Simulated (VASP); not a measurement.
Here is a VASP 6.6.1 calculation.

File INCAR:

```
SYSTEM = TaAs
PREC = Accurate
ENCUT = 500
EDIFF = 1E-6
ISMEAR = 0
SIGMA = 0.2
LREAL = .False.
LASPH = .True.
NELM = 120
ALGO = Normal
ISIF = 2
LWAVE = .False.
LCHARG = .False.
GGA = PE
NBANDS = 15
GGA_COMPAT = .False.
```

File KPOINTS:

```
Automatic mesh
0
Gamma
  8 8 3
  0 0 0
```

POSCAR

```
TaAs
1.0
    2.9536857526      0.0000000000      0.0000000000
   -1.4768428763      2.5579668965      0.0000000000
    0.0000000000      0.0000000000      5.2069006415
Ta As
1 1
Direct
    0.0000000000      0.0000000000      0.8816180130
    0.0000000000      0.0000000000      0.3816169470
```

Potentials or basis: VASP PAW PBE potentials, release 64 (Ta_pv, As).

Run with:

```bash
$ cat potpaw_PBE.64/Ta_pv/POTCAR potpaw_PBE.64/As/POTCAR > POTCAR
$ mpirun -np 1 vasp_std > vasp.out
```

**Question.** What does it give for the band gap on the k mesh?

**Answer.** Zero (band 8 reaches 6.92 eV, above the bottom of band 9 at 4.99 eV).

**Question.** Predict the pressure.

**Answer.** 0.3 GPa.

Stress tensor (GPa, compression positive):
```
0.04 0.00 0.00
0.00 0.04 0.00
0.00 0.00 0.67
```

Caveat: the k points lie up to 0.40 Å⁻¹ apart; spin-orbit coupling is left out, which moves the levels of the heavy elements.
